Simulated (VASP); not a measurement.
Wanted: the native input for a VASP 6.6.1 run.

```
Task                   : single point
Functional             : PBE
Potentials or basis    : VASP PAW PBE potentials, release 64 (Lu, Bi_d)
Cutoff                 : 520 eV
k mesh                 : 4 × 4 × 4
Occupations            : gaussian, width 0.1 eV
Spin                   : no spin polarisation
Dipole correction      : no
Further INCAR settings : ALGO = Fast; EDIFF = 1e-06; NBANDS = 53
```

The structure of Lu3Bi lies in POSCAR:

```
Lu3Bi
1.0
    0.0000000000      3.8121007897      3.8121007897
    3.8121007897      0.0000000000      3.8121007897
    3.8121007897      3.8121007897      0.0000000000
Lu Bi
3 1
Direct
    0.2500000000      0.2500000000      0.2500000000
    0.7500000000      0.7500000000      0.7500000000
    0.5000000000      0.5000000000      0.5000000000
    0.0000000000      0.0000000000      0.0000000000
```

The input as run:

INCAR

```
SYSTEM = Lu3Bi
PREC = Accurate
ENCUT = 520
EDIFF = 1E-6
ISMEAR = 0
SIGMA = 0.1
LREAL = .False.
LASPH = .True.
NELM = 80
ALGO = Fast
ISIF = 2
LWAVE = .False.
LCHARG = .False.
GGA = PE
NBANDS = 53
```

KPOINTS

```
regular mesh
0
Gamma
  4 4 4
  0 0 0
```

Potentials or basis: VASP PAW PBE potentials, release 64 (Lu, Bi_d).

Run with:

```console
$ cat potpaw_PBE.64/Lu/POTCAR potpaw_PBE.64/Bi_d/POTCAR > POTCAR
$ mpirun -np 1 vasp_std > vasp.out
```

Results of the run:

| Property | Result |
| --- | --- |
| Pressure | -0.6 GPa |
| Band gap on the k mesh | zero (band 45 reaches 4.80 eV, above the bottom of band 46 at 4.38 eV) |

Caveat: spin-orbit coupling is left out, which moves the levels of the heavy elements.

It took 4.1 min on 1 thread of Intel(R) Xeon(R) Platinum 8559C (Emerald Rapids), on a shared host, peak memory 0.27 GiB.
